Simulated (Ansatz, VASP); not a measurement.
**One calculation of Si17O32, two programs**

```
CELL_PARAMETERS angstrom
-10.08958 0.00000 0.00000
0.00000 -8.66704 0.00000
-0.23902 0.00000 8.31662
ATOMIC_POSITIONS crystal
Si 0.44051 0.68713 0.73401
Si 0.45367 0.35750 0.84479
Si 0.44273 0.28569 0.21620
Si 0.43936 0.59947 0.38322
Si 0.19886 0.21395 0.70975
Si 0.20671 0.88102 0.86067
Si 0.23989 0.80605 0.23063
Si 0.19905 0.12546 0.34338
Si 0.96488 0.70145 0.70472
Si 0.94409 0.36829 0.82997
Si 0.96151 0.30442 0.20446
Si 0.99944 0.64441 0.32836
Si 0.70183 0.18757 0.70787
Si 0.71135 0.85288 0.80936
Si 0.76059 0.80507 0.18312
Si 0.70533 0.13403 0.33274
Si 0.66660 0.55054 0.41232
O 0.43669 0.28657 0.02296
O 0.38237 0.44240 0.29578
O 0.68301 0.65202 0.24215
O 0.37937 0.62352 0.56775
O 0.59978 0.32267 0.76595
O 0.59399 0.75047 0.72797
O 0.43255 0.54324 0.85986
O 0.59779 0.25658 0.26160
O 0.22653 0.87561 0.05200
O 0.17803 0.93958 0.34987
O 0.35330 0.14427 0.28446
O 0.17074 0.19184 0.52163
O 0.34998 0.83316 0.78436
O 0.34890 0.27530 0.72860
O 0.17236 0.05559 0.80832
O 0.38800 0.74917 0.27643
O 0.92446 0.32616 0.01830
O 0.94964 0.47105 0.29103
O 0.14719 0.65422 0.24920
O 0.00900 0.66613 0.52061
O 0.09838 0.34500 0.77793
O 0.08930 0.76738 0.80372
O 0.90863 0.54783 0.79645
O 0.10464 0.22007 0.22149
O 0.74730 0.80436 0.99054
O 0.69287 0.96071 0.25951
O 0.85313 0.19273 0.29016
O 0.68002 0.13183 0.52505
O 0.84508 0.82728 0.69908
O 0.85098 0.25332 0.72790
O 0.67317 0.03474 0.81685
O 0.91133 0.78058 0.24543
```

Alike in both runs: functional PBEsol; k mesh 2 × 2 × 2; occupations gaussian, width 0.02 eV; no spin polarisation.

Ansatz relaxed the structure, and its values are those at the end. VASP's run is a single point on that final structure, the one shown.

|  | VASP | Ansatz |
| --- | --- | --- |
| version | VASP 6.6.1 | Ansatz 0.2.0 |
| potentials or method | VASP PAW PBE potentials, release 64 (Si, O), cutoff 520 eV | scalar-relativistic, plane waves, PAW |
| valence electrons in the cell | 260 | 260 |

```tsv
	VASP	Ansatz	Ansatz less VASP
gap on the k mesh at the Fermi level (eV)	1.66	1.65	-0.010
rms of the force components (eV/Å)	0.015	0.005	-0.0107
```

VASP's potentials were made for PBE, not for PBEsol, and Ansatz warns of the same on its side.
